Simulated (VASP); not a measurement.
# Hf2H (I4/mmm) in VASP: density of states with PBE

Aim: the density of states of Hf2H with PBE.

Program: VASP 6.6.1. These are calculated values, not measurements. Logs are shortened: lines on timing, memory, paths and dates and some standing lists are left out, and cuts for length are marked.

### 1 The cell of the first run

The structure is tetragonal, space group I4/mmm (No. 139). Conventional cell: a = 2.949 Å, b = 2.949 Å, c = 10.595 Å, α = 90.00°, β = 90.00°, γ = 90.00°. Within 3.5 Å of Hf (site symmetry 4mm) lie 4 H at 2.69 Å and 9 Hf at 2.83 to 3.39 Å. Within 3.5 Å of H (site symmetry 4/mmm) lie 8 Hf at 2.69 Å and 4 H at 2.95 Å.

### 2 Density of states, PBE

The input, POSCAR:

```
Hf2H
1.0
    0.0000000000      2.9494870000      0.0000000000
    2.9494870000      0.0000000000      0.0000000000
    1.4747430000      1.4747430000     -5.2974180000
Hf H
2 1
Direct
    0.3400000000      0.3400000000      0.3200000000
    0.6600000000      0.6600000000      0.6800000000
    0.0000000000      0.0000000000      0.0000000000
```

The input, INCAR.step1:

```
SYSTEM = Hf2H
PREC = Accurate
ENCUT = 520
EDIFF = 1E-7
ISMEAR = 1
SIGMA = 0.0112
LREAL = .False.
LASPH = .True.
NELM = 80
ALGO = Normal
ISIF = 2
LWAVE = .False.
LCHARG = .True.
LMAXMIX = 4
GGA = PE
NBANDS = 18
```

The input, KPOINTS.step1:

```
regular mesh
0
Gamma
  9 9 9
  0 0 0
```

The input, INCAR.step2:

```
SYSTEM = Hf2H
PREC = Accurate
ENCUT = 520
EDIFF = 1E-7
ISMEAR = -5
SIGMA = 0.0112
LREAL = .False.
LASPH = .True.
NELM = 80
ALGO = Normal
ISIF = 2
LWAVE = .False.
LCHARG = .False.
LMAXMIX = 4
GGA = PE
LORBIT = 10
NBANDS = 18
NEDOS = 2001
ICHARG = 11
```

The input, KPOINTS.step2:

```
regular mesh
0
Gamma
  14 14 14
  0 0 0
```

Potentials or basis: VASP PAW PBE potentials, release 64 (Hf_pv, H).

On the command line:

```
> cat potpaw_PBE.64/Hf_pv/POTCAR potpaw_PBE.64/H/POTCAR > POTCAR
> cp INCAR.step1 INCAR
> cp KPOINTS.step1 KPOINTS
> mpirun -np 1 vasp_std > vasp.out
> cp INCAR.step2 INCAR
> cp KPOINTS.step2 KPOINTS
> mpirun -np 1 vasp_std > vasp.out
```

OUTCAR:

```text
SYSTEM = Hf2H
   PREC = Accurate
   ENCUT = 520
   EDIFF = 1E-7
   ISMEAR = -5
   LREAL = .False.
   LASPH = .True.
   NELM = 80
   ISIF = 2
   GGA = PE
   LORBIT = 10
   ICHARG = 11

 ion  position               nearest neighbor table
   1  0.340  0.340  0.320-   2 2.83   2 2.83   2 2.83   2 2.83   2 3.39
   2  0.660  0.660  0.680-   1 2.83   1 2.83   1 2.83   1 2.83   1 3.39
   3  0.000  0.000  0.000-

  LATTYP: Found a body centered tetragonal cell.
 ALAT       =     2.9494870000
 C/A-ratio  =     3.5920944897

  Lattice vectors:

 A1 = (  -1.4747430000,   1.4747440000,   5.2974180000)
 A2 = (   1.4747440000,  -1.4747430000,   5.2974180000)
 A3 = (   1.4747430000,   1.4747430000,  -5.2974180000)

Analysis of symmetry for initial positions (statically):
=====================================================================
 Subroutine PRICEL returns:
 Original cell was already a primitive cell.

 Routine SETGRP: Setting up the symmetry group for a
 body centered tetragonal supercell.

 Subroutine GETGRP returns: Found 16 space group operations
 (whereof 16 operations were pure point group operations)
 out of a pool of 16 trial point group operations.

The static configuration has the point symmetry D_4h.

Analysis of symmetry for dynamics (positions and initial velocities):
=====================================================================
 Subroutine PRICEL returns:
 Original cell was already a primitive cell.

 Routine SETGRP: Setting up the symmetry group for a
 body centered tetragonal supercell.

 Subroutine GETGRP returns: Found 16 space group operations
 (whereof 16 operations were pure point group operations)
 out of a pool of 16 trial point group operations.

The dynamic configuration has the point symmetry D_4h.

 Subroutine INISYM returns: Found 16 space group operations
 (whereof 16 operations are pure point group operations),
 and found     1 'primitive' translations

----------------------------------------------------------------------------------------

                                     Primitive cell

  volume of cell :      46.0847

  direct lattice vectors                    reciprocal lattice vectors
     0.000000000  2.949487000  0.000000000     0.000000000  0.339042010  0.094385572
     2.949487000  0.000000000  0.000000000     0.339042010  0.000000000  0.094385572
     1.474743000  1.474743000 -5.297418000     0.000000000  0.000000000 -0.188771209

  length of vectors
     2.949487000  2.949487000  5.693186392     0.351934824  0.351934824  0.188771209

  position of ions in fractional coordinates (direct lattice)
     0.340000000  0.340000000  0.320000000
     0.660000000  0.660000000  0.680000000
     0.000000000  0.000000000  0.000000000

  ion indices of the primitive-cell ions
   primitive index   ion index
                 1           1
                 2           2
                 3           3

----------------------------------------------------------------------------------------

 KPOINTS: regular mesh

Automatic generation of k-mesh.
 Grid dimensions read from file:
 generate k-points for:   14   14   14

 Generating k-lattice:

  Cartesian coordinates                     Fractional coordinates (reciprocal lattice)
     0.000000000  0.024217286  0.006741827     0.071428571  0.000000000  0.000000000
     0.024217286  0.000000000  0.006741827     0.000000000  0.071428571  0.000000000
     0.000000000  0.000000000 -0.013483658     0.000000000  0.000000000  0.071428571

  Length of vectors
     0.025138202  0.025138202  0.013483658

  Shift w.r.t. Gamma in fractional coordinates (k-lattice)
     0.000000000  0.000000000  0.000000000

 TETIRR: Found   7833 inequivalent tetrahedra from    16464

 Subroutine IBZKPT returns following result:
 ===========================================

 Found    244 irreducible k-points:

 Following reciprocal coordinates:
            Coordinates               Weight
  0.000000  0.000000  0.000000      1.000000
  0.071429  0.000000  0.000000      8.000000
  0.142857  0.000000 -0.000000      8.000000
  0.214286  0.000000 -0.000000      8.000000
  0.285714  0.000000  0.000000      8.000000
  0.357143  0.000000 -0.000000      8.000000
[... 16 lines left out ...]
  0.214286  0.142857 -0.000000     16.000000
  0.285714  0.142857 -0.000000     16.000000
 [... further k-points ...]
   k-points           NKPTS =    244   k-points in BZ     NKDIM =    244   number of bands    NBANDS=     18
   number of dos      NEDOS =   2001   number of ions     NIONS =      3
   total plane-waves  NPLWV =  24192
   dimension x,y,z NGX =    24 NGY =   24 NGZ =   42
   dimension x,y,z NGXF=    48 NGYF=   48 NGZF=   84
   ions per type =               2   1
   NGX,Y,Z   is equivalent  to a cutoff of  13.53, 13.53, 12.26 a.u.
   NGXF,Y,Z  is equivalent  to a cutoff of  27.05, 27.05, 24.53 a.u.
 SYSTEM =  Hf2H
   PREC   = accura    normal or accurate (medium, high low for compatibility)
   ISTART =      0    job   : 0-new  1-cont  2-samecut
   ICHARG =     11    charge: 1-file 2-atom 10-const
   ISPIN  =      1    spin polarized calculation?
   LNONCOLLINEAR =      F non collinear calculations
   LSORBIT =      F    spin-orbit coupling
   LASPH  =      T    aspherical Exc in radial PAW
   ENCUT  =  520.0 eV  38.22 Ry    6.18 a.u.   5.48  5.48 10.59*2*pi/ulx,y,z
   NELM   =     80;   NELMIN=  2; NELMDL=  0     # of ELM steps
   EDIFF  = 0.1E-06   stopping-criterion for ELM
   LREAL  =      F    real-space projection
   EDIFFG = 0.1E-05   stopping-criterion for IOM
   NSW    =      0    number of steps for IOM
   IBRION =     -1    ionic relax: 0-MD 1-quasi-New 2-CG
   NFREE  =      0    steps in history (QN), initial steepest desc. (CG)
   ISIF   =      2    stress and relaxation
   ISYM   =      2    0-nonsym 1-usesym 2-fastsym
   POTIM  = 0.5000    time-step for ionic-motion
   TEBEG  =    0.0;   TEEND  =   0.0 temperature during run
   PSTRESS=    0.0 pullay stress
   NELECT =      21.0000    total number of electrons
   NUPDOWN=      -1.0000    fix difference up-down
   EMIN   =  10.00;   EMAX   =-10.00  energy-range for DOS
   EFERMI =   0.00;   METHOD = LEGACY
   ISMEAR =    -5;   SIGMA  =   0.01  broadening in eV -4-tet -1-fermi 0-gaus
   EFERMI_NEDOS =   21; number of points for ismear=-14 and -15
   IALGO  =     38    algorithm
   IMIX   =      4    mixing-type and parameters
     AMIX     =   0.40;   BMIX     =  1.00
     AMIX_MAG =   1.60;   BMIX_MAG =  1.00
  volume/ion in A,a.u.               =      15.36       103.67
  Fermi-wavevector in a.u.,A,eV,Ry     =   1.259782  2.380643 21.593148  1.587052
  Thomas-Fermi vector in A             =   2.393325
   LORBIT       =     10    0 simple, 1 ext, 2 COOP (PROOUT), +10 PAW based schemes
   GGA     = PE    functional components
   LHFCALC =     F    Hartree Fock is set to
   AEXX    =    0.0000 exact exchange contribution
   IVDW    =     0    specifies the selected vdW correction
   LEPSILON=     F    determine dielectric tensor
   LRPA    =     F    only Hartree local field effects (RPA)
 non-spin polarized calculation
 Fermi weights with tetrahedron method with Bloechl corrections
  energy-cutoff  :      520.00
  volume of cell :       46.08
 maximum number of plane-waves:      1264
 NGX is ok and might be reduce to    24

 number of electron      21.0000001 magnetization

 Free energy of the ion-electron system (eV)
  ---------------------------------------------------
  ext. energy  EPLUGINS =         0.00000000
  ---------------------------------------------------
  free energy    TOTEN  =       -21.91888687 eV

  energy without entropy =      -21.91888687  energy(sigma->0) =      -21.91888687

 E-fermi :   5.4019     XC(G=0): -11.2845

 val. band max:        5.4046874573   @ k =  -0.4286   0.2143   0.0000
 cond. band min:       5.3617556984   @ k =  -0.1429  -0.2857   0.1429
 fundamental gap:     -0.0429317589
 Fermi energy:         5.4018908207

 k-point     1 :       0.0000    0.0000    0.0000
  band No.  band energies     occupation
      1     -25.9171      2.00000
      2     -25.1462      2.00000
      3     -25.1462      2.00000
      4     -24.8789      2.00000
      5     -24.7097      2.00000
      6     -24.7097      2.00000
[... 10 lines left out ...]
     17      10.0756      0.00000
     18      10.0941      0.00000

 k-point     2 :       0.0714    0.0000    0.0000
  band No.  band energies     occupation
      1     -25.9093      2.00000
      2     -25.2177      2.00000
      3     -25.1371      2.00000
      4     -24.8534      2.00000
      5     -24.7513      2.00000
      6     -24.7113      2.00000
[... 10 lines left out ...]
     17      10.3529      0.00000
     18      10.6639      0.00000

 k-point     3 :       0.1429    0.0000   -0.0000
  band No.  band energies     occupation
      1     -25.8910      2.00000
      2     -25.3779      2.00000
      3     -25.1108      2.00000
      4     -24.8618      2.00000
      5     -24.8210      2.00000
      6     -24.7164      2.00000
[... 10 lines left out ...]
     17      11.0978      0.00000
     18      11.1356      0.00000

 k-point     4 :       0.2143    0.0000   -0.0000
  band No.  band energies     occupation
      1     -25.8789      2.00000
      2     -25.5709      2.00000
      3     -25.0699      2.00000
      4     -24.9967      2.00000
      5     -24.8144      2.00000
      6     -24.7266      2.00000
[... 375 lines left out ...]
      4     -24.9054      2.00000
      5     -24.8260      2.00000
      6     -24.7819      2.00000
[... 10 lines left out ...]
     17      10.2326      0.00000
     18      11.4804      0.00000

 k-point    23 :       0.2143    0.1429   -0.0000
  band No.  band energies     occupation
      1     -25.8388      2.00000
      2     -25.5314      2.00000
      3     -25.2950      2.00000
      4     -25.0155      2.00000
      5     -24.8570      2.00000
      6     -24.7820      2.00000
[... 10 lines left out ...]
     17      10.4129      0.00000
     18      11.1504      0.00000

 k-point    24 :       0.2857    0.1429   -0.0000
  band No.  band energies     occupation
      1     -25.8559      2.00000
      2     -25.7214      2.00000
      3     -25.2429      2.00000
      4     -25.1070      2.00000
      5     -24.8782      2.00000
      6     -24.8069      2.00000
[... 10 lines left out ...]
     17      10.5789      0.00000
     18      11.1330      0.00000

 [... further k-points ...]
[... 5 lines left out ...]
  --------------------------------------------------------------------------------------
  -------------------------------------------------------------------------------------
  Total        3.7435922      3.7435922      3.6169790      0.0000000      0.0000003      0.0000003
  in kB      130.1493207    130.1493207    125.7474993      0.0000000      0.0000119      0.0000119
  external PRESSURE =     128.6820469 kB  Pullay stress =       0.0000000 kB

 VOLUME and BASIS-vectors are now :
 -----------------------------------------------------------------------------
  energy-cutoff  :      520.00
  volume of cell :       46.08
      direct lattice vectors                 reciprocal lattice vectors
     0.000000000  2.949487000  0.000000000     0.000000000  0.339042010  0.094385572
     2.949487000  0.000000000  0.000000000     0.339042010  0.000000000  0.094385572
     1.474743000  1.474743000 -5.297418000     0.000000000  0.000000000 -0.188771209

 POSITION                                       TOTAL-FORCE (eV/Angst)
 -----------------------------------------------------------------------------------
      1.47474      1.47474     -1.69517         0.000000      0.000000      2.999645
      2.94949      2.94949     -3.60224        -0.000000     -0.000000     -2.999645
      0.00000      0.00000      0.00000         0.000000      0.000000      0.000000
 -----------------------------------------------------------------------------------
    total drift:                                0.000000      0.000000     -0.000000

  FREE ENERGIE OF THE ION-ELECTRON SYSTEM (eV)
  ---------------------------------------------------
  free  energy   TOTEN  =       -21.9188868692 eV

  energy  without entropy=      -21.9188868692  energy(sigma->0) =      -21.91888687

 total charge

# of ion       s       p       d       tot
------------------------------------------
    1        0.439   6.371   1.810   8.621
    2        0.439   6.371   1.810   8.621
    3        0.437   0.009   0.000   0.447
--------------------------------------------------
tot          1.316  12.751   3.621  17.689
```

It took 95 s on 1 thread of Intel Xeon Platinum 8375C at 2.90GHz (Ice Lake), shared host; peak memory 0.3 GiB.

Results:

| Property | Result |
| --- | --- |
| Valence electrons inside the program's atomic spheres | Hf 8.62; H 0.45 |

Levels at points of the mesh, in eV from the Fermi level:
```tsv
k point	band 8	band 9	band 10	band 11	band 12	band 13
(0.00, 0.00, 0.00)	-4.32	-2.95	-2.92	-0.29	2.17	2.17
(0.50, 0.00, 0.00)	-3.99	-3.06	-0.71	0.46	0.88	1.31
(0.50, 0.50, 0.00)	-3.42	-2.62	-1.77	-0.82	0.18	2.67
(0.00, 0.00, 0.50)	-6.39	-3.37	-3.08	0.01	1.61	1.61
```

Caveat: spin-orbit coupling is left out, which moves the levels of the heavy elements; tetrahedron occupations give inexact forces and stress in metals.
